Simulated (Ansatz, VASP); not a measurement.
**Cu: VASP beside Ansatz**

POSCAR

```
Cu
1.0
    1.2862921421     -4.1977318085      0.0000000000
    1.2862921421      4.1977318085      0.0000000000
    0.0000000000      0.0000000000      2.2213044968
Cu
2
Direct
    0.1338666500      0.8661333500      0.2500000000
    0.8661333500      0.1338666500      0.7500000000
```

INCAR.step1

```
ALGO = Normal
EDIFF = 1E-4
ENCUT = 520
GGA = PE
ISMEAR = 0
LASPH = True
LCHARG = False
LREAL = False
LWAVE = True
NBANDS = 18
NELM = 100
PREC = Accurate
SIGMA = 0.15
```

INCAR.step2

```
ALGO = Normal
EDIFF = 1E-6
ENCUT = 520
ISIF = 2
ISMEAR = 0
ISTART = 1
LASPH = True
LCHARG = False
LMIXTAU = True
LREAL = False
LWAVE = False
METAGGA = R2SCAN
NBANDS = 18
NELM = 100
PREC = Accurate
SIGMA = 0.15
```

Contents of KPOINTS:

```
k-points
0
Gamma
  22 22 22
```

Input for Ansatz:

```yaml
crystal:
  lattice:
    - [1.2862921421, -4.1977318085, 0.0]
    - [1.2862921421, 4.1977318085, 0.0]
    - [0.0, 0.0, 2.2213044968]
  atoms:
    - { symbol: Cu, position: [0.13386665, 0.86613335, 0.25] }
    - { symbol: Cu, position: [0.86613335, 0.13386665, 0.75] }
basis:
  ecutwfc: 500
kpoints:
  mp_grid: { grid: [22, 22, 22] }
hamiltonian:
  xc: r2scan
scf:
  occupations: { method: gaussian, width: 0.15 }
output:
  forces: true
  stress: true
  eigenvalues: true
  write_density: true
  write_potential: true
  elf: true
  volumetric_format: npy
```

Alike in both runs: task single point; functional r2SCAN; k mesh 22 × 22 × 22; occupations gaussian, width 0.15 eV; no spin polarisation.

|  | VASP | Ansatz |
| --- | --- | --- |
| version | VASP 6.6.1 | Ansatz 0.2.0 |
| potentials or method | VASP PAW PBE potentials, release 64 (Cu), cutoff 520 eV | scalar-relativistic, plane waves, PAW |
| valence electrons in the cell | 22 | 38 |

```tsv
	VASP	Ansatz	Ansatz less VASP
gap on the k mesh at the Fermi level (eV)	none	none	-
pressure (GPa)	7.8	7.0	-0.74
traceless stress, the component that is largest in VASP (GPa)	31.08	30.94	-0.143
rms of the force components (eV/Å)	0.032	0.035	+0.0031
```

VASP's potentials were made for PBE, not for r2SCAN. Atom by atom the forces differ by 0.003 eV/Å (rms over components). A gap of «none» marks a metal or a gap that the smearing closes. VASP's potentials hold 22 valence electrons a cell and Ansatz's 38, so a difference there can come from the potentials and not from the codes.
